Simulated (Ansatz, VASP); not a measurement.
**Two plane-wave programs on Ag**

POSCAR

```
Ag
1.0
    0.0000000000      2.0521781800      2.0521781800
    2.0521781800      0.0000000000      2.0521781800
    2.0521781800      2.0521781800      0.0000000000
Ag
1
Direct
    0.0000000000      0.0000000000      0.0000000000
```

Contents of INCAR.step1:

```
SYSTEM = Ag
ALGO = Normal
EDIFF = 1E-4
ENCUT = 520
GGA = PE
ISMEAR = 0
LASPH = .TRUE.
LCHARG = .FALSE.
LREAL = .FALSE.
LWAVE = .TRUE.
NBANDS = 12
NELM = 100
PREC = Accurate
SIGMA = 0.1
```

INCAR.step2

```
SYSTEM = Ag
ALGO = Normal
EDIFF = 1E-7
ENCUT = 520
ISIF = 2
ISMEAR = 0
ISTART = 1
LASPH = .TRUE.
LCHARG = .FALSE.
LMIXTAU = .TRUE.
LREAL = .FALSE.
LWAVE = .FALSE.
METAGGA = R2SCAN
NBANDS = 12
NELM = 100
PREC = Accurate
SIGMA = 0.1
```

File KPOINTS:

```
k-points
0
G
  8 8 8
  0 0 0
```

Input for Ansatz:

```yaml
crystal:
  lattice:
    - [0.0, 2.05217818, 2.05217818]
    - [2.05217818, 0.0, 2.05217818]
    - [2.05217818, 2.05217818, 0.0]
  atoms:
    - { symbol: Ag, position: [0.0, 0.0, 0.0] }
basis:
  ecutwfc: 500
kpoints:
  mp_grid: { grid: [8, 8, 8] }
hamiltonian:
  xc: r2scan
scf:
  occupations: { method: gaussian, width: 0.1 }
output:
  forces: true
  stress: true
  eigenvalues: true
```

Alike in both runs: task single point; functional r2SCAN; k mesh 8 × 8 × 8; occupations gaussian, width 0.1 eV; no spin polarisation.

```csv
,VASP,Ansatz
version,VASP 6.6.1,Ansatz 0.2.0
potentials or method,"VASP PAW PBE potentials, release 64 (Ag), cutoff 520 eV","scalar-relativistic, plane waves, PAW"
valence electrons in the cell,11,19
```

```csv
,VASP,Ansatz,Ansatz less VASP
gap on the k mesh at the Fermi level (eV),none,none,-
pressure (GPa),0.7,0.6,-0.12
```

VASP's potentials were made for PBE, not for r2SCAN. A gap of «none» marks a metal or a gap that the smearing closes. VASP's potentials hold 11 valence electrons a cell and Ansatz's 19, so a difference there can come from the potentials and not from the codes.
